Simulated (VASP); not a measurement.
# KBr (P6_3/mmc) in VASP: single point with PBE

Aim: the single point of KBr with PBE.

Program: VASP 6.6.1. These are calculated values, not measurements. Logs are shortened: lines on timing, memory, paths and dates and some standing lists are left out, and cuts for length are marked.

## Step 1: The cell of the first run

Symmetry: P6_3/mmc, No. 194, hexagonal system. The conventional cell has a = 5.672 Å, b = 5.672 Å, c = 6.644 Å, α = 90.00°, β = 90.00°, γ = 120.00°. Within 4.3 Å of K (site symmetry -6m2) lie 5 Br at 3.27 to 3.32 Å. Within 4.3 Å of Br (site symmetry -6m2) lie 5 K at 3.27 to 3.32 Å.

## Step 2: Single point, PBE

Contents of INCAR:

```
PREC = Accurate
ENCUT = 520
EDIFF = 1E-6
ISMEAR = -1
SIGMA = 0.05
LREAL = False
LASPH = True
NELM = 80
ALGO = Normal
ISIF = 2
LWAVE = False
LCHARG = False
GGA = PE
NBANDS = 24
```

Contents of KPOINTS:

```
regular mesh
0
Gamma
  10 10 6
```

Contents of POSCAR:

```
KBr
1.0
    5.6719075554      0.0000000000      0.0000000000
   -2.8359537777      4.9120160309      0.0000000000
    0.0000000000      0.0000000000      6.6444758926
K Br
2 2
Direct
    0.3333333333      0.6666666667     -0.0619986288
    0.6666666667      0.3333333333      0.4380013712
    0.3333333333      0.6666666667      0.4379986288
    0.6666666667      0.3333333333      0.9379986288
```

Potentials or basis: VASP PAW PBE potentials, release 64 (K_sv, Br).

Launch:

```bash
$ cat potpaw_PBE.64/K_sv/POTCAR potpaw_PBE.64/Br/POTCAR > POTCAR
$ mpirun -np 1 vasp_std > vasp.out
```

OUTCAR:

```text
PREC = Accurate
   ENCUT = 520
   EDIFF = 1E-6
   ISMEAR = -1
   LREAL = False
   LASPH = True
   NELM = 80
   ISIF = 2
   GGA = PE

 ion  position               nearest neighbor table
   1  0.333  0.667  0.938-   4 3.27   4 3.27   4 3.27
   2  0.667  0.333  0.438-   3 3.27   3 3.27   3 3.27
   3  0.333  0.667  0.438-   2 3.27   2 3.27   2 3.27
   4  0.667  0.333  0.938-   1 3.27   1 3.27   1 3.27

  LATTYP: Found a hexagonal cell.
 ALAT       =     5.6719075554
 C/A-ratio  =     1.1714711193

  Lattice vectors:

 A1 = (   5.6719075554,   0.0000000000,   0.0000000000)
 A2 = (  -2.8359537777,   4.9120160309,   0.0000000000)
 A3 = (   0.0000000000,   0.0000000000,   6.6444758926)

Analysis of symmetry for initial positions (statically):
=====================================================================
 Subroutine PRICEL returns:
 Original cell was already a primitive cell.

 Routine SETGRP: Setting up the symmetry group for a
 hexagonal supercell.

 Subroutine GETGRP returns: Found 24 space group operations
 (whereof  6 operations were pure point group operations)
 out of a pool of 24 trial point group operations.

The static configuration has the point symmetry C_3v.
 The point group associated with its full space group is D_6h.

Analysis of symmetry for dynamics (positions and initial velocities):
=====================================================================
 Subroutine PRICEL returns:
 Original cell was already a primitive cell.

 Routine SETGRP: Setting up the symmetry group for a
 hexagonal supercell.

 Subroutine GETGRP returns: Found 24 space group operations
 (whereof  6 operations were pure point group operations)
 out of a pool of 24 trial point group operations.

The dynamic configuration has the point symmetry C_3v.
 The point group associated with its full space group is D_6h.

 Subroutine INISYM returns: Found 24 space group operations
 (whereof  6 operations are pure point group operations),
 and found     1 'primitive' translations

----------------------------------------------------------------------------------------

                                     Primitive cell

  volume of cell :     185.1184

  direct lattice vectors                    reciprocal lattice vectors
     5.671907555  0.000000000  0.000000000     0.176307528  0.101791199  0.000000000
    -2.835953778  4.912016031  0.000000000     0.000000000  0.203582397  0.000000000
     0.000000000  0.000000000  6.644475893     0.000000000  0.000000000  0.150500960

  length of vectors
     5.671907555  5.671907555  6.644475893     0.203582397  0.203582397  0.150500960

  position of ions in fractional coordinates (direct lattice)
     0.333333333  0.666666667  0.938001371
     0.666666667  0.333333333  0.438001371
     0.333333333  0.666666667  0.437998629
     0.666666667  0.333333333  0.937998629

  ion indices of the primitive-cell ions
   primitive index   ion index
                 1           1
                 2           2
                 3           3
                 4           4

----------------------------------------------------------------------------------------

 KPOINTS: regular mesh

Automatic generation of k-mesh.
 Grid dimensions read from file:
 generate k-points for:   10   10    6

 Generating k-lattice:

  Cartesian coordinates                     Fractional coordinates (reciprocal lattice)
     0.017630753  0.010179120  0.000000000     0.100000000  0.000000000  0.000000000
     0.000000000  0.020358240  0.000000000     0.000000000  0.100000000  0.000000000
     0.000000000  0.000000000  0.025083493     0.000000000  0.000000000  0.166666667

  Length of vectors
     0.020358240  0.020358240  0.025083493

  Shift w.r.t. Gamma in fractional coordinates (k-lattice)
     0.000000000  0.000000000  0.000000000

 Subroutine IBZKPT returns following result:
 ===========================================

 Found     56 irreducible k-points:

 Following reciprocal coordinates:
            Coordinates               Weight
  0.000000  0.000000  0.000000      1.000000
  0.100000 -0.000000  0.000000      6.000000
  0.200000 -0.000000  0.000000      6.000000
  0.300000 -0.000000  0.000000      6.000000
  0.400000 -0.000000  0.000000      6.000000
  0.500000  0.000000  0.000000      3.000000
[... 16 lines left out ...]
  0.300000  0.100000  0.166667     24.000000
  0.400000  0.100000  0.166667     24.000000
 [... further k-points ...]
   k-points           NKPTS =     56   k-points in BZ     NKDIM =     56   number of bands    NBANDS=     24
   number of dos      NEDOS =    301   number of ions     NIONS =      4
   total plane-waves  NPLWV =  88200
   dimension x,y,z NGX =    42 NGY =   42 NGZ =   50
   dimension x,y,z NGXF=    84 NGYF=   84 NGZF=  100
   ions per type =               2   2
   NGX,Y,Z   is equivalent  to a cutoff of  12.31, 12.31, 12.51 a.u.
   NGXF,Y,Z  is equivalent  to a cutoff of  24.62, 24.62, 25.02 a.u.
 SYSTEM =  unknown system
   PREC   = accura    normal or accurate (medium, high low for compatibility)
   ISTART =      0    job   : 0-new  1-cont  2-samecut
   ICHARG =      2    charge: 1-file 2-atom 10-const
   ISPIN  =      1    spin polarized calculation?
   LNONCOLLINEAR =      F non collinear calculations
   LSORBIT =      F    spin-orbit coupling
   LASPH  =      T    aspherical Exc in radial PAW
   ENCUT  =  520.0 eV  38.22 Ry    6.18 a.u.  10.55 10.55 12.35*2*pi/ulx,y,z
   NELM   =     80;   NELMIN=  2; NELMDL= -5     # of ELM steps
   EDIFF  = 0.1E-05   stopping-criterion for ELM
   LREAL  =      F    real-space projection
   EDIFFG = 0.1E-04   stopping-criterion for IOM
   NSW    =      0    number of steps for IOM
   IBRION =     -1    ionic relax: 0-MD 1-quasi-New 2-CG
   NFREE  =      0    steps in history (QN), initial steepest desc. (CG)
   ISIF   =      2    stress and relaxation
   ISYM   =      2    0-nonsym 1-usesym 2-fastsym
   POTIM  = 0.5000    time-step for ionic-motion
   TEBEG  =    0.0;   TEEND  =   0.0 temperature during run
   PSTRESS=    0.0 pullay stress
   NELECT =      32.0000    total number of electrons
   NUPDOWN=      -1.0000    fix difference up-down
   EMIN   =  10.00;   EMAX   =-10.00  energy-range for DOS
   EFERMI =   0.00;   METHOD = LEGACY
   ISMEAR =    -1;   SIGMA  =   0.05  broadening in eV -4-tet -1-fermi 0-gaus
   EFERMI_NEDOS =   21; number of points for ismear=-14 and -15
   IALGO  =     38    algorithm
   IMIX   =      4    mixing-type and parameters
     AMIX     =   0.40;   BMIX     =  1.00
     AMIX_MAG =   1.60;   BMIX_MAG =  1.00
  volume/ion in A,a.u.               =      46.28       312.31
  Fermi-wavevector in a.u.,A,eV,Ry     =   0.911958  1.723351 11.315527  0.831668
  Thomas-Fermi vector in A             =   2.036298
   LORBIT       =      0    0 simple, 1 ext, 2 COOP (PROOUT), +10 PAW based schemes
   GGA     = PE    functional components
   LHFCALC =     F    Hartree Fock is set to
   AEXX    =    0.0000 exact exchange contribution
   IVDW    =     0    specifies the selected vdW correction
   LEPSILON=     F    determine dielectric tensor
   LRPA    =     F    only Hartree local field effects (RPA)
 non-spin polarized calculation
  energy-cutoff  :      520.00
  volume of cell :      185.12
 maximum number of plane-waves:      5017
   NGX = 21   NGY = 21   NGZ = 25

 number of electron      31.9999994 magnetization

 Free energy of the ion-electron system (eV)
  ---------------------------------------------------
  ext. energy  EPLUGINS =         0.00000000
  ---------------------------------------------------
  free energy    TOTEN  =       -12.28347739 eV

  energy without entropy =      -12.28347739  energy(sigma->0) =      -12.28347739

 E-fermi :  -1.5658     XC(G=0):  -6.2399

 val. band max:       -2.6377384593   @ k =   0.0000   0.0000   0.0000
 cond. band min:       1.5003236405   @ k =   0.0000   0.0000   0.0000
 fundamental gap:      4.1380620998
 Fermi energy:        -1.5658411745

 k-point     1 :       0.0000    0.0000    0.0000
  band No.  band energies     occupation
      1     -30.6260      2.00000
      2     -30.6207      2.00000
      3     -14.8265      2.00000
      4     -14.7511      2.00000
      5     -14.1590      2.00000
      6     -14.1447      2.00000
[... 16 lines left out ...]
     23       5.5423      0.00000
     24       6.1047      0.00000

 k-point     2 :       0.1000   -0.0000    0.0000
  band No.  band energies     occupation
      1     -30.6258      2.00000
      2     -30.6208      2.00000
      3     -14.8399      2.00000
      4     -14.7704      2.00000
      5     -14.1574      2.00000
      6     -14.1456      2.00000
[... 16 lines left out ...]
     23       5.7032      0.00000
     24       5.8249      0.00000

 k-point     3 :       0.2000   -0.0000    0.0000
  band No.  band energies     occupation
      1     -30.6254      2.00000
      2     -30.6210      2.00000
      3     -14.8719      2.00000
      4     -14.8162      2.00000
      5     -14.1530      2.00000
      6     -14.1478      2.00000
[... 16 lines left out ...]
     23       5.7058      0.00000
     24       5.8640      0.00000

 k-point     4 :       0.3000   -0.0000    0.0000
  band No.  band energies     occupation
      1     -30.6248      2.00000
      2     -30.6214      2.00000
      3     -14.9064      2.00000
      4     -14.8667      2.00000
      5     -14.1503      2.00000
      6     -14.1464      2.00000
[... 16 lines left out ...]
     23       5.6742      0.00000
     24       5.8583      0.00000

 k-point     5 :       0.4000   -0.0000    0.0000
  band No.  band energies     occupation
      1     -30.6242      2.00000
      2     -30.6218      2.00000
      3     -14.9300      2.00000
      4     -14.9051      2.00000
      5     -14.1523      2.00000
      6     -14.1393      2.00000
[... 451 lines left out ...]
 k-point    22 :       0.2000    0.1000    0.1667
  band No.  band energies     occupation
      1     -30.6248      2.00000
      2     -30.6215      2.00000
      3     -14.9175      2.00000
      4     -14.8810      2.00000
      5     -14.1479      2.00000
      6     -14.1355      2.00000
[... 16 lines left out ...]
     23       5.7734      0.00000
     24       6.1933      0.00000

 k-point    23 :       0.3000    0.1000    0.1667
  band No.  band energies     occupation
      1     -30.6242      2.00000
      2     -30.6218      2.00000
      3     -14.9452      2.00000
      4     -14.9207      2.00000
      5     -14.1504      2.00000
      6     -14.1297      2.00000
[... 16 lines left out ...]
     23       5.8600      0.00000
     24       6.0459      0.00000

 k-point    24 :       0.4000    0.1000    0.1667
  band No.  band energies     occupation
      1     -30.6237      2.00000
      2     -30.6222      2.00000
      3     -14.9597      2.00000
      4     -14.9450      2.00000
      5     -14.1520      2.00000
      6     -14.1246      2.00000
[... 16 lines left out ...]
     23       5.8216      0.00000
     24       5.9933      0.00000

 [... further k-points ...]

------------------------ aborting loop because EDIFF is reached ----------------------------------------

  FORCE on cell =-STRESS in cart. coord.  units (eV):
  Direction    XX          YY          ZZ          XY          YZ          ZX
  --------------------------------------------------------------------------------------
  -------------------------------------------------------------------------------------
  Total        0.0456888      0.0456888      0.0201102      0.0000000      0.0000000      0.0000000
  in kB        0.3954310      0.3954310      0.1740514      0.0000000      0.0000000      0.0000000
  external PRESSURE =       0.3216378 kB  Pullay stress =       0.0000000 kB

 VOLUME and BASIS-vectors are now :
 -----------------------------------------------------------------------------
  energy-cutoff  :      520.00
  volume of cell :      185.12
      direct lattice vectors                 reciprocal lattice vectors
     5.671907555  0.000000000  0.000000000     0.176307528  0.101791199  0.000000000
    -2.835953778  4.912016031  0.000000000     0.000000000  0.203582397  0.000000000
     0.000000000  0.000000000  6.644475893     0.000000000  0.000000000  0.150500960

 POSITION                                       TOTAL-FORCE (eV/Angst)
 -----------------------------------------------------------------------------------
     -0.00000      3.27468      6.23253         0.000000      0.000000      0.000000
      2.83595      1.63734      2.91029         0.000000      0.000000      0.000000
     -0.00000      3.27468      2.91027        -0.000000      0.000000      0.000000
      2.83595      1.63734      6.23251         0.000000     -0.000000     -0.000000
 -----------------------------------------------------------------------------------
    total drift:                               -0.000000      0.000000      0.023850

  FREE ENERGIE OF THE ION-ELECTRON SYSTEM (eV)
  ---------------------------------------------------
  free  energy   TOTEN  =       -12.2834773906 eV

  energy  without entropy=      -12.2834773906  energy(sigma->0) =      -12.28347739
```

Run time: 9.4 min. Hardware: 1 thread of Intel Xeon 8259CL, shared host; peak memory 0.39 GiB.

What came out:

```yaml
Free_energy: -12.2835 eV
Pressure: 0.0 GPa
Band_gap_on_the_k_mesh: 4.14 eV
```
